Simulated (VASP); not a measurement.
Set up this calculation in VASP 6.6.1, as the native input.

```
Task                   : single point
Functional             : LDA
Potentials or basis    : VASP PAW LDA potentials, release 64 (Cd, I)
Cutoff                 : 500 eV
k mesh                 : 12 × 12 × 2
Occupations            : gaussian, width 0.01 eV
Spin                   : no spin polarisation
Dipole correction      : no
Further INCAR settings : ALGO = Normal; EDIFF = 1e-06; NBANDS = 49
```

The structure of CdI2 lies in POSCAR:

```
CdI2
1.0
    4.2468179188      0.0000000000      0.0000000000
   -2.1234089594      3.6778522029      0.0000000000
    0.0000000000      0.0000000000     20.6923892625
Cd I
3 6
Direct
    0.6666666667      0.3333333333      0.3331655910
    0.3333333333      0.6666666667      0.6668344090
    0.0000000000      0.0000000000      0.0000000000
    0.3333333333      0.6666666667      0.0830957573
    0.3333333333      0.6666666667      0.4162484389
    0.6666666667      0.3333333333      0.9169042427
    0.6666666667      0.3333333333      0.5837515611
    0.0000000000      0.0000000000      0.2500582723
    0.0000000000      0.0000000000      0.7499417277
```

These files were run (other wordings do the same):

INCAR

```
ALGO     = Normal         # electronic algorithm
EDIFF    = 1E-6           # SCF threshold, eV
ENCUT    = 500            # plane-wave cutoff, eV
GGA      = CA             # functional
GGA_COMPAT= False        
ISIF     = 2              # what is computed and relaxed
ISMEAR   = 0              # smearing method
LASPH    = True           # aspherical terms in the spheres
LCHARG   = False          # write CHGCAR
LREAL    = False          # projectors in reciprocal space
LWAVE    = False          # write WAVECAR
NBANDS   = 49             # bands
NELM     = 120            # most SCF steps
PREC     = Accurate       # precision mode
SIGMA    = 0.01           # smearing width, eV
```

KPOINTS

```
k-points
0
Gamma
  12 12 2
```

Potentials or basis: VASP PAW LDA potentials, release 64 (Cd, I).

Run with:

```sh
$ cat potpaw_LDA.64/Cd/POTCAR potpaw_LDA.64/I/POTCAR > POTCAR
$ mpirun -np 1 vasp_std > vasp.out
```

It gave:

| Quantity | Value |
| --- | --- |
| Pressure | -1.9 GPa |
| Largest force | 0.251 eV/Å |
| Band gap on the k mesh | 2.03 eV (least direct gap 2.17 eV) |

Caveat: spin-orbit coupling is left out, which moves the levels of the heavy elements.

It took 8.4 min on 1 thread of Intel(R) Xeon(R) Platinum 8259CL CPU @ 2.50GHz (Skylake/Cascade Lake), on a shared host, peak memory 0.6 GiB.
